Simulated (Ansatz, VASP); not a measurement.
## KF in VASP and in Ansatz

```xyz
2
Lattice="0.1097 2.5958 2.5958 2.5958 0.1097 2.5958 2.5958 2.5958 0.1097" Properties=species:S:1:pos:R:3 pbc="T T T"
K     0.0000    0.0000    0.0000
F     2.6506    2.6506    2.6506
```

Alike in both runs: task single point; functional LDA; k mesh 8 × 8 × 8; occupations gaussian, width 0.05 eV; no spin polarisation.

|  | VASP | Ansatz |
| --- | --- | --- |
| version | VASP 6.6.1 | Ansatz 0.2.0 |
| potentials or method | VASP PAW LDA potentials, release 64 (K_sv, F), cutoff 520 eV | scalar-relativistic, plane waves, PAW |
| valence electrons in the cell | 16 | 16 |

|  | VASP | Ansatz | Ansatz less VASP |
| --- | --- | --- | --- |
| gap on the k mesh at the Fermi level (eV) | 6.60 | 6.62 | +0.021 |
| least direct gap on the mesh (eV) | 6.60 | 6.62 | +0.021 |
| pressure (GPa) | 2.6 | 2.3 | -0.33 |
| traceless stress, the component that is largest in VASP (GPa) | -0.59 | -0.61 | -0.018 |

LDA's correlation is that of Perdew and Zunger in VASP and of Perdew and Wang (1992) in Ansatz.
